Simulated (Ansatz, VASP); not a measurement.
**La in VASP and in Ansatz**

Contents of INCAR:

```
  PREC = Accurate
  ENCUT = 500
  EDIFF = 1E-6
  ISMEAR = -1
  SIGMA = 0.08
  LREAL = False
  LASPH = True
  NELM = 200
  ALGO = Normal
  ISIF = 2
  LWAVE = False
  LCHARG = True
  GGA = PE
  LELF = True
  LVHAR = True
  NBANDS = 12
  GGA_COMPAT = False
  LMAXMIX = 6
```

Contents of KPOINTS:

```
Automatic mesh
0
Gamma
  12 12 12
```

The input POSCAR:

```
La
1.0
    2.7287340239      0.0000000000      0.0000000000
    0.0000000000      2.7287340239      0.0000000000
    0.0000000000      0.0000000000      2.7287340239
La
1
Direct
    0.0000000000      0.0000000000      0.0000000000
```

Input for Ansatz:

```yaml
crystal:
  lattice:
    - [2.7287340239, 0.0, 0.0]
    - [0.0, 2.7287340239, 0.0]
    - [0.0, 0.0, 2.7287340239]
  atoms:
    - { symbol: La, position: [0.0, 0.0, 0.0] }
kpoints:
  mp_grid: { grid: [12, 12, 12] }
scf:
  occupations: { method: fermi_dirac, width: 0.08 }
hamiltonian:
  xc: pbe
  pseudopotentials: { kind: all_electron, datasets: crystal }
output:
  forces: true
  stress: true
  eigenvalues: true
```

Change from the starting cell: volume scaled by 0.55, crystal datasets.

Alike in both runs: task single point; functional PBE; k mesh 12 × 12 × 12; occupations fermi-dirac, width 0.08 eV; no spin polarisation.

|  | VASP | Ansatz |
| --- | --- | --- |
| version | VASP 6.6.1 | Ansatz 0.2.0 |
| potentials or method | VASP PAW PBE potentials, release 64 (La), cutoff 500 eV | all-electron PAW with datasets made for the crystal, scalar-relativistic |

```tsv
	VASP	Ansatz	Ansatz less VASP
pressure (GPa)	50.3	50.2	-0.04
```

Both programs put the cell under a high pressure, so it lies far from rest at this level. Ansatz ran all-electron here, and VASP with PAW potentials.

Neither program's run includes spin-orbit coupling.
